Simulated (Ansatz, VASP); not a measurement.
## ReOs: VASP beside Ansatz

The input INCAR:

```
SYSTEM = ReOs
PREC = Accurate
ENCUT = 520
EDIFF = 1E-6
ISMEAR = -1
SIGMA = 0.05
LREAL = .FALSE.
LASPH = .TRUE.
NELM = 60
ALGO = Normal
ISIF = 2
LWAVE = .FALSE.
LCHARG = .FALSE.
NBANDS = 14
```

Contents of KPOINTS:

```
regular mesh
0
G
  12 12 7
  0 0 0
```

Contents of POSCAR:

```
ReOs
1.0
    2.7573303527      0.0000000000      0.0000000000
   -1.3786651764      2.3879181321      0.0000000000
    0.0000000000      0.0000000000      4.3824281800
Re Os
1 1
Direct
    0.5866666667      0.2933333333      0.4400000000
    0.0800000000      0.0400000000      0.0600000000
```

Input for Ansatz:

```yaml
crystal:
  lattice:
    - [2.7573303527, 0.0, 0.0]
    - [-1.3786651764, 2.3879181321, 0.0]
    - [0.0, 0.0, 4.38242818]
  atoms:
    - { symbol: Re, position: [0.5866666667, 0.2933333333, 0.44] }
    - { symbol: Os, position: [0.08, 0.04, 0.06] }
kpoints:
  mp_grid: { grid: [12, 12, 7] }
scf:
  occupations: { method: fermi_dirac, width: 0.05 }
hamiltonian:
  xc: lda
  pseudopotentials: { kind: all_electron, lapw: { basis_error: 0.001 } }
output:
  forces: true
  stress: true
  eigenvalues: true
  populations: true
```

Change from the starting cell: shortest bond scaled by 0.76, LAPW.

Alike in both runs: task single point; functional LDA; k mesh 12 × 12 × 7; occupations fermi-dirac, width 0.05 eV; no spin polarisation.

|  | VASP | Ansatz |
| --- | --- | --- |
| version | VASP 6.6.1 | Ansatz 0.2.0 |
| potentials or method | VASP PAW LDA potentials, release 64 (Re, Os), cutoff 520 eV | all-electron LAPW, scalar-relativistic |

VASP gave:

| Property | Result |
| --- | --- |
| pressure (GPa) | 61.2 |
| traceless stress, the component that is largest in VASP (GPa) | 38.50 |
| rms of the force components (eV/Å) | 8.094 |

Which values does Ansatz return?

Pressure (GPa): 63.7; traceless stress, the component that is largest in VASP (GPa): 45.29; rms of the force components (eV/Å): 8.886.

LDA's correlation is that of Perdew and Zunger in VASP and of Perdew and Wang (1992) in Ansatz. Atom by atom the forces differ by 0.832 eV/Å (rms over components). Both programs put the cell under a high pressure, so it lies far from rest at this level. Ansatz ran all-electron here, and VASP with PAW potentials.

Spin-orbit coupling is off throughout. Noted on VASP's run: the cell as given lies far from equilibrium.
